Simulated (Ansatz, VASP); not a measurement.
ZnGaAs2 in VASP and in Ansatz

```
Ga As Zn
1.0
     0.00000    5.66155    0.00000
     5.66155    0.00000    0.00000
     2.83077    2.83077   -5.60223
Ga As Zn
2 4 2
Direct
  0.50000 0.50000 0.00000
  0.25000 0.75000 0.50000
  0.37500 0.37378 0.75000
  0.62622 0.12500 0.25000
  0.87500 0.87622 0.75000
  0.12378 0.62500 0.25000
  0.00000 0.00000 0.00000
  0.75000 0.25000 0.50000
```

Alike in both runs: functional r2SCAN; k mesh 4 × 4 × 4; no spin polarisation.

Ansatz relaxed the structure, and its values are those at the end. VASP's run is a single point on that final structure, the one shown.

```csv
,VASP,Ansatz
version,VASP 6.6.1,Ansatz 0.2.0
potentials or method,"VASP PAW PBE potentials, release 64 (Ga_d, As, Zn), cutoff 520 eV",PAW plane waves
occupations,"fermi-dirac, width 0.1 eV",fermi-dirac
valence electrons in the cell,70,110
```

|  | VASP | Ansatz | Ansatz less VASP |
| --- | --- | --- | --- |
| gap on the k mesh at the Fermi level (eV) | none | none | - |
| pressure (GPa) | 0.1 | 0.0 | -0.09 |

VASP's potentials were made for PBE, not for r2SCAN. A gap of «none» marks a metal or a gap that the smearing closes. VASP's potentials hold 70 valence electrons a cell and Ansatz's 110, so a difference there can come from the potentials and not from the codes.
